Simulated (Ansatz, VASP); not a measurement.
One calculation of V, two programs

```
CELL_PARAMETERS angstrom
2.55964 0.00000 0.00000
-1.27982 2.21672 0.00000
0.00000 0.00000 4.59302
ATOMIC_POSITIONS crystal
V 0.33333 0.66667 0.25000
V 0.66667 0.33333 0.75000
```

Change from the starting cell: volume scaled by 0.9405, PAW files.

Alike in both runs: task electric field gradients; functional PBE; k mesh 18 × 18 × 10; occupations fermi-dirac, width 0.08 eV; collinear spin.

|  | VASP | Ansatz |
| --- | --- | --- |
| version | VASP 6.6.1 | Ansatz 0.2.0 |
| potentials or method | VASP PAW PBE potentials, release 64 (V_sv) | PAW with Ansatz's default frozen-core files, scalar-relativistic |
| plane-wave cutoff (eV) | 520 | 420 |
| valence electrons in the cell | 26 | 26 |

|  | VASP | Ansatz | Ansatz less VASP |
| --- | --- | --- | --- |
| pressure (GPa) | 12.2 | 11.9 | -0.26 |
| net moment per atom (μB) | 0.00 | 0.00 | 0.000 |
| size of Vzz on the site where it differs most (V/Å²) | 12.6 | 12.3 | -0.31 |

Ansatz's warnings: seeded moment not kept.
